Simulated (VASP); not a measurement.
Input of a VASP 6.6.1 run:

INCAR

```
SYSTEM = CaSe
ALGO = Normal
EDIFF = 1E-6
ENCUT = 520
GGA = PE
ISIF = 2
ISMEAR = 0
LASPH = .TRUE.
LCHARG = .FALSE.
LREAL = .FALSE.
LWAVE = .FALSE.
NBANDS = 15
NELM = 60
PREC = Accurate
SIGMA = 0.05
```

The input KPOINTS:

```
k-points
0
G
  8 8 8
  0 0 0
```

File POSCAR:

```
CaSe
1.0
    0.0000000000      2.9560000000      2.9560000000
    2.9560000000      0.0000000000      2.9560000000
    2.9560000000      2.9560000000      0.0000000000
Ca Se
1 1
Direct
   -0.0740020298     -0.0740020298      0.0740020298
    0.5000000000      0.5000000000      0.5000000000
```

Potentials or basis: VASP PAW PBE potentials, release 64 (Ca_sv, Se).

Run with:

```bash
$ cat potpaw_PBE.64/Ca_sv/POTCAR potpaw_PBE.64/Se/POTCAR > POTCAR
$ mpirun -np 1 vasp_std > vasp.out
```

(1) What does it give for the band gap on the k mesh?

(2) Estimate the pressure.

(3) What does it give for the largest force?

Answers

(1) 2.37 eV, indirect (least direct gap 3.02 eV).

(2) 5.3 GPa.

(3) 2.316 eV/Å.

Caveat: the cell differs from its parent crystal (all Ca atoms moved +0.438 Å, as atom 1 towards its neighbour atom 2 (Se) at 2.956 Å); forces of over 1 eV/Å act on the atoms, so gaps and moduli don't describe the material at rest.
